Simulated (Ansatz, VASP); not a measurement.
## Two plane-wave programs on KTaO3

The input INCAR:

```
SYSTEM = KTaO3
PREC = Accurate
ENCUT = 600
EDIFF = 1E-6
ISMEAR = 0
SIGMA = 0.1
LREAL = .FALSE.
LASPH = .TRUE.
NELM = 120
ALGO = Normal
ISIF = 2
LWAVE = .FALSE.
LCHARG = .FALSE.
GGA = PS
NBANDS = 27
GGA_COMPAT = .FALSE.
```

The input KPOINTS:

```
regular mesh
0
G
  4 4 6
  0 0 0
```

The input POSCAR:

```
KTaO3
1.0
    4.1298509695      0.0000000000      0.0000000000
    0.0000000000      4.1298509695      0.0000000000
    0.0000000000      0.0000000000      3.8185013787
K Ta O
1 1 3
Direct
    0.0000000000      0.0000000000      0.0000000000
    0.5000000000      0.5000000000      0.5000000000
    0.5000000000      0.5000000000      0.0000000000
    0.5000000000      0.0000000000      0.5000000000
    0.0000000000      0.5000000000      0.5000000000
```

Input for Ansatz:

```yaml
crystal:
  lattice:
    - [4.1298509695, 0.0, 0.0]
    - [0.0, 4.1298509695, 0.0]
    - [0.0, 0.0, 3.8185013787]
  atoms:
    - { symbol: K, position: [0.0, 0.0, 0.0] }
    - { symbol: Ta, position: [0.5, 0.5, 0.5] }
    - { symbol: O, position: [0.5, 0.5, 0.0] }
    - { symbol: O, position: [0.5, 0.0, 0.5] }
    - { symbol: O, position: [0.0, 0.5, 0.5] }
basis:
  ecutwfc: 420
kpoints:
  mp_grid: { grid: [4, 4, 6] }
hamiltonian:
  xc: pbesol
scf:
  occupations: { method: gaussian, width: 0.1 }
output:
  forces: true
  stress: true
  eigenvalues: true
```

Alike in both runs: task single point; functional PBEsol; k mesh 4 × 4 × 6; occupations gaussian, width 0.1 eV; no spin polarisation.

```csv
,VASP,Ansatz
version,VASP 6.6.1,Ansatz 0.2.0
potentials or method,"VASP PAW PBE potentials, release 64 (K_sv, Ta_pv, O), cutoff 600 eV","scalar-relativistic, plane waves, PAW"
valence electrons in the cell,38,40
```

VASP gave:

| Quantity | Value |
| --- | --- |
| gap on the k mesh at the Fermi level (eV) | 1.87 |
| least direct gap on the mesh (eV) | 2.47 |
| pressure (GPa) | -2.6 |
| traceless stress, the component that is largest in VASP (GPa) | 20.19 |

**Question.** Estimate Ansatz's values.

**Answer.** gap on the k mesh at the Fermi level (eV): 1.91; least direct gap on the mesh (eV): 2.51; pressure (GPa): -3.1; traceless stress, the component that is largest in VASP (GPa): 19.82.

VASP's potentials were made for PBE, not for PBEsol. The functional is the same, so the differences come from potentials, cutoffs and numerics. VASP's potentials hold 38 valence electrons a cell and Ansatz's 40, so a difference there can come from the potentials and not from the codes.

Neither program's run includes spin-orbit coupling.
